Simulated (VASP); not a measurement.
Set up this calculation in VASP 6.6.1, as the native input.

```
Task                   : single point
Functional             : r2SCAN
Potentials or basis    : VASP PAW PBE potentials, release 64 (Ba_sv, S)
Cutoff                 : 520 eV
k mesh                 : 6 × 6 × 6
Occupations            : gaussian, width 0.05 eV
Spin                   : no spin polarisation
Dipole correction      : no
Further INCAR settings : ALGO = Normal; EDIFF = 1e-06; NBANDS = 15
```

BaS:

```xyz
2
Lattice="0.0000 3.1938 2.9383 3.1938 0.0000 2.9383 3.1938 3.1938 0.0000" Properties=species:S:1:pos:R:3 pbc="T T T"
Ba    0.0000    0.0000    0.0000
S     3.1938    3.1938    2.9383
```

This cell differs from its parent crystal: strain +0.000 along x and y, -0.080 along z.

These files were run (other wordings do the same):

POSCAR

```
BaS
1.0
    0.0000000000      3.1937500000      2.9382500000
    3.1937500000      0.0000000000      2.9382500000
    3.1937500000      3.1937500000      0.0000000000
Ba S
1 1
Direct
    0.0000000000      0.0000000000      0.0000000000
    0.5000000000      0.5000000000      0.5000000000
```

INCAR.step1

```
SYSTEM = BaS
ALGO = Normal ; EDIFF = 1E-4
ENCUT = 520 ; GGA = PE
ISMEAR = 0 ; LASPH = .True.
LCHARG = .False. ; LREAL = .False.
LWAVE = .True. ; NBANDS = 15
NELM = 60 ; PREC = Accurate
SIGMA = 0.05
```

INCAR.step2

```
SYSTEM = BaS
ALGO = Normal ; EDIFF = 1E-6
ENCUT = 520 ; ISIF = 2
ISMEAR = 0 ; ISTART = 1
LASPH = .True. ; LCHARG = .True.
LELF = .True. ; LMIXTAU = .True.
LREAL = .False. ; LVHAR = .True.
LWAVE = .False. ; METAGGA = R2SCAN
NBANDS = 15 ; NELM = 60
PREC = Accurate ; SIGMA = 0.05
```

KPOINTS

```
k-points
0
Gamma
  6 6 6
  0 0 0
```

Potentials or basis: VASP PAW PBE potentials, release 64 (Ba_sv, S).

Launch:

```console
$ cat potpaw_PBE.64/Ba_sv/POTCAR potpaw_PBE.64/S/POTCAR > POTCAR
$ cp INCAR.step1 INCAR
$ mpirun -np 1 vasp_std > vasp.out
$ cp INCAR.step2 INCAR
$ mpirun -np 1 vasp_std > vasp.out
```

Results of the run:

| Item | Value |
| --- | --- |
| Pressure | 7.6 GPa |
| Band gap on the k mesh | 1.90 eV (least direct gap 2.04 eV) |

Caveat: the cell differs from its parent crystal (strain +0.000 along x and y, -0.080 along z); the cell stands under pressure; the PAW data sets were made with another functional, which shifts forces and pressure a little; spin-orbit coupling is left out, which moves the levels of the heavy elements.

Run time: 56 s on 1 thread of Intel(R) Xeon(R) 6975P-C (Granite Rapids) (shared host), peak memory 0.2 GiB.
